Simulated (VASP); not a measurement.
A run of VASP 6.6.1 is set up as follows.

File INCAR:

```
  PREC = Accurate
  ENCUT = 520
  EDIFF = 1E-6
  ISMEAR = 0
  SIGMA = 0.05
  LREAL = F
  LASPH = T
  NELM = 150
  ALGO = Normal
  ISIF = 2
  LWAVE = F
  LCHARG = F
  ISPIN = 2
  MAGMOM = 1.05 1.05
  LORBIT = 11
  GGA = PE
  NBANDS = 12
```

KPOINTS

```
Automatic mesh
0
Gamma
  6 6 6
```

File POSCAR:

```
H
1.0
    5.7145960233      0.0000000000      0.0000000000
   -2.8572980117      4.9489853286      0.0000000000
    0.0000000000      0.0000000000      3.8024921939
H
2
Direct
    0.3333333333      0.6666666667      0.2500000000
    0.6666666667      0.3333333333      0.7500000000
```

Potentials or basis: VASP PAW PBE potentials, release 64 (H).

The run is started by

```sh
$ cat potpaw_PBE.64/H/POTCAR > POTCAR
$ mpirun -np 1 vasp_std > vasp.out
```

What does it give for the site moments?

H +0.38 μB.

Estimate the net moment.

2.00 μB per cell.

Predict the band gap on the k mesh.

6.68 eV, indirect (least direct gap 7.19 eV).

Estimate the pressure.

0.0 GPa.

 A k mesh can miss the band edges.
